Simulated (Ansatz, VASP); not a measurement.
# LiNbO3: VASP beside Ansatz

The input INCAR:

```
PREC = Accurate ; ENCUT = 650
EDIFF = 1E-7 ; ISMEAR = 0
SIGMA = 0.01 ; LREAL = False
LASPH = True ; NELM = 120
ALGO = Normal ; ISIF = 2
LWAVE = False ; LCHARG = False
GGA = PE ; IBRION = 2
NSW = 80 ; EDIFFG = -0.001
GGA_COMPAT = False ; NELMIN = 4
KPAR = 4
```

The input KPOINTS:

```
regular mesh
0
Gamma
  6 6 6
```

Contents of POSCAR:

```
LiNbO3
1.0
    2.5752491681      1.4868208005      4.6247300000
   -2.5752491681      1.4868208005      4.6247300000
    0.0000000000     -2.9736416009      4.6247300000
Li Nb O
2 2 6
Direct
    0.2803000000      0.2803000000      0.2803000000
    0.7803000000      0.7803000000      0.7803000000
    0.0000600000      0.0000600000      0.0000600000
    0.5000600000      0.5000600000      0.5000600000
    0.1116500000      0.3587900000      0.7208700000
    0.7208700000      0.1116500000      0.3587900000
    0.3587900000      0.7208700000      0.1116500000
    0.2208700000      0.8587900000      0.6116500000
    0.8587900000      0.6116500000      0.2208700000
    0.6116500000      0.2208700000      0.8587900000
```

Input for Ansatz:

```yaml
crystal:
  lattice:
    - [2.5752491681, 1.4868208005, 4.62473]
    - [-2.5752491681, 1.4868208005, 4.62473]
    - [0.0, -2.9736416009, 4.62473]
  atoms:
    - { symbol: Li, position: [0.2803, 0.2803, 0.2803] }
    - { symbol: Li, position: [0.7803, 0.7803, 0.7803] }
    - { symbol: Nb, position: [6.0e-05, 6.0e-05, 6.0e-05] }
    - { symbol: Nb, position: [0.50006, 0.50006, 0.50006] }
    - { symbol: O, position: [0.11165, 0.35879, 0.72087] }
    - { symbol: O, position: [0.72087, 0.11165, 0.35879] }
    - { symbol: O, position: [0.35879, 0.72087, 0.11165] }
    - { symbol: O, position: [0.22087, 0.85879, 0.61165] }
    - { symbol: O, position: [0.85879, 0.61165, 0.22087] }
    - { symbol: O, position: [0.61165, 0.22087, 0.85879] }
scf:
  occupations: { method: fixed }
output:
  forces: true
  stress: true
  eigenvalues: true
  write_density: true
  write_potential: true
  elf: true
  volumetric_format: npy
hamiltonian:
  xc: pbe
basis:
  ecutwfc: 560
kpoints:
  mp_grid: { grid: [6, 6, 6] }
relax:
  f_tol: 0.001
  max_steps: 60
```

Alike in both runs: task relaxation of the atoms; functional PBE; k mesh 6 × 6 × 6; no spin polarisation.

|  | VASP | Ansatz |
| --- | --- | --- |
| version | VASP 6.6.1 | Ansatz 0.2.0 |
| potentials or method | VASP PAW PBE potentials, release 64 (Li_sv, Nb_sv, O), cutoff 650 eV | scalar-relativistic, plane waves, PAW |
| occupations | gaussian, width 0.01 eV | fixed |
| valence electrons in the cell | 68 | 68 |

Ansatz gave:

- gap on the k mesh at the Fermi level, each at its own relaxed structure (eV): 3.58

Which values does VASP return?

gap on the k mesh at the Fermi level, each at its own relaxed structure (eV): 3.56.
